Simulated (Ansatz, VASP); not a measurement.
Two plane-wave programs on Ag

```
Ag
1.0
     2.75006    0.00000    0.00000
     0.00000    2.75006    0.00000
     0.00000    0.00000    2.75006
Ag
1
Cartesian
  0.0000 0.0000 0.0000
```

Alike in both runs: functional PBE; k mesh 20 × 20 × 20; occupations gaussian, width 0.1 eV; no spin polarisation.

Ansatz relaxed the structure, and its values are those at the end. VASP's run is a single point on that final structure, the one shown.

|  | VASP | Ansatz |
| --- | --- | --- |
| version | VASP 6.6.1 | Ansatz 0.2.0 |
| potentials or method | VASP PAW PBE potentials, release 64 (Ag), cutoff 520 eV | scalar-relativistic, plane waves, PAW |
| valence electrons in the cell | 11 | 19 |

VASP gave:

| Property | Result |
| --- | --- |
| gap on the k mesh at the Fermi level (eV) | none |
| pressure (GPa) | -0.1 |

Problem. What did Ansatz give for the same quantities?

Solution. gap on the k mesh at the Fermi level (eV): none; pressure (GPa): 0.0.

A gap of «none» marks a metal or a gap that the smearing closes. VASP's potentials hold 11 valence electrons a cell and Ansatz's 19, so a difference there can come from the potentials and not from the codes.
